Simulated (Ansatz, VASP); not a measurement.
## GaN in VASP and in Ansatz

File INCAR:

```
SYSTEM = GaN
PREC     = Accurate       ! precision mode
ENCUT    = 600            ! plane-wave cutoff, eV
EDIFF    = 1E-6           ! SCF threshold, eV
ISMEAR   = 0              ! smearing method
SIGMA    = 0.02           ! smearing width, eV
LREAL    = .FALSE.        ! projectors in reciprocal space
LASPH    = .TRUE.         ! aspherical terms in the spheres
NELM     = 120            ! most SCF steps
ALGO     = Normal         ! electronic algorithm
ISIF     = 2              ! what is computed and relaxed
LWAVE    = .FALSE.        ! write WAVECAR
LCHARG   = .FALSE.        ! write CHGCAR
GGA      = PS             ! functional
NBANDS   = 26             ! bands
GGA_COMPAT= .FALSE.
```

KPOINTS

```
regular mesh
0
G
  8 6 8
  0 0 0
```

The input POSCAR:

```
GaN
1.0
    3.1807797652      0.0000000000      0.0000000000
    0.0000000000      4.4983019046      0.0000000000
    0.0000000000      0.0000000000      3.1807797652
Ga N
2 2
Direct
    0.0000000000      0.0000000000      0.0000000000
    0.5000000000      0.5000000000      0.5000000000
    0.5000000000      0.2500000000      0.0000000000
    0.0000000000      0.7500000000      0.5000000000
```

Input for Ansatz:

```yaml
crystal:
  lattice:
    - [3.1807797652, 0.0, 0.0]
    - [0.0, 4.4983019046, 0.0]
    - [0.0, 0.0, 3.1807797652]
  atoms:
    - { symbol: Ga, position: [0.0, 0.0, 0.0] }
    - { symbol: "N", position: [0.5, 0.25, 0.0] }
    - { symbol: Ga, position: [0.5, 0.5, 0.5] }
    - { symbol: "N", position: [0.0, 0.75, 0.5] }
basis:
  ecutwfc: 420
kpoints:
  mp_grid: { grid: [8, 6, 8] }
  band_path:
    path:
      - [[0.0, 0.0, 0.0], [0.0, 1.0, 0.0], [0.25, 1.0, 0.0]]
      - [[0.375, 0.75, -0.375], [0.0, 0.0, 0.0], [0.5, 0.5, 0.0], [0.25, 1.0, -0.25], [0.0, 1.0, 0.0]]
    npoints: 10
hamiltonian:
  xc: pbesol
  pseudopotentials: { kind: paw, azcp: { folder: soft_1 } }
scf:
  occupations: { method: gaussian, width: 0.02 }
  n_extra_bands: 8
output:
  forces: true
  stress: true
  eigenvalues: true
```

Alike in both runs: task single point; functional PBEsol; k mesh 8 × 6 × 8; occupations gaussian, width 0.02 eV; no spin polarisation.

|  | VASP | Ansatz |
| --- | --- | --- |
| version | VASP 6.6.1 | Ansatz 0.2.0 |
| potentials or method | VASP PAW PBE potentials, release 64 (Ga_d, N), cutoff 600 eV | scalar-relativistic, plane waves, PAW |
| valence electrons in the cell | 36 | 36 |

Ansatz gave:

| Quantity | Value |
| --- | --- |
| gap on the k mesh at the Fermi level (eV) | 1.70 |
| least direct gap on the mesh (eV) | 1.70 |
| pressure (GPa) | 0.0 |

What did VASP give for the same quantities?

gap on the k mesh at the Fermi level (eV): 1.72; least direct gap on the mesh (eV): 1.72; pressure (GPa): -0.4.

VASP's potentials were made for PBE, not for PBEsol, and Ansatz warns of the same on its side. With one functional, cell and mesh, what is left measures potentials, basis and numerics.
